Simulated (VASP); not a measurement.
Runs of VASP 6.6.1 on Al. The structure is that of space group Pm-3m (No. 221), or close to it. The cells are those of the table. 

```tsv
task	cell	k mesh	cutoff (eV)	gap on the mesh (eV)	pressure (GPa)	relaxed volume (Å³/atom)
relaxation of cell and atoms	relaxed from a = 3.910 Å, 3 atoms	12 × 12 × 12	600	none	0.0	20.01
single point	a = 3.272 Å, 3 atoms	6 × 6 × 6	520	none	103.5	-
single point	a = 3.916 Å, 3 atoms	12 × 12 × 12	520	none	-0.1	-
single point	a = 3.910 Å, 3 atoms	6 × 6 × 6	520	none	0.0	-
relaxation of cell and atoms	relaxed from a = 3.272 Å, 3 atoms	6 × 6 × 6	600	none	0.0	(a)
```

Alike in all rows: level PBE; potentials or basis VASP PAW PBE potentials, release 64 (Al); no spin polarisation; smearing gaussian 0.1 eV.

**Question.** Estimate the missing entries.

**Answer.** (a) 19.93.

Caveats: the volume moved by over 15 % at a fixed basis, so the end points are rough (some runs).

A gap of «none» marks levels without a gap at the run's occupations.
